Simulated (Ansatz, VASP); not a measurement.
# One calculation of SiO2, two programs

```
CELL_PARAMETERS angstrom
5.05968 0.00000 0.00000
-2.52984 4.38181 0.00000
0.00000 0.00000 5.37485
ATOMIC_POSITIONS crystal
Si 0.00000 0.50000 0.33333
Si 0.50000 0.50000 0.66667
Si 0.50000 0.00000 0.00000
O 0.58350 0.79175 0.83333
O 0.79175 0.58350 0.50000
O 0.79175 0.20825 0.16667
O 0.41650 0.20825 0.83333
O 0.20825 0.41650 0.50000
O 0.20825 0.79175 0.16667
```

Change from the starting cell: strain +0.000 along x and y, -0.030 along z, atoms carried along.

Alike in both runs: task single point; functional r2SCAN; k mesh 6 × 6 × 4; occupations gaussian, width 0.05 eV; no spin polarisation.

```csv
,VASP,Ansatz
version,VASP 6.6.1,Ansatz 0.2.0
potentials or method,"VASP PAW PBE potentials, release 64 (Si, O), cutoff 520 eV","scalar-relativistic, plane waves, PAW"
valence electrons in the cell,48,48
```

```tsv
	VASP	Ansatz	Ansatz less VASP
gap on the k mesh at the Fermi level (eV)	6.44	6.44	+0.005
least direct gap on the mesh (eV)	6.72	6.72	+0.001
pressure (GPa)	6.2	6.0	-0.20
traceless stress, the component that is largest in VASP (GPa)	1.38	1.35	-0.029
rms of the force components (eV/Å)	0.097	0.102	+0.0060
```

VASP's potentials were made for PBE, not for r2SCAN. Atom by atom the forces differ by 0.006 eV/Å (rms over components).
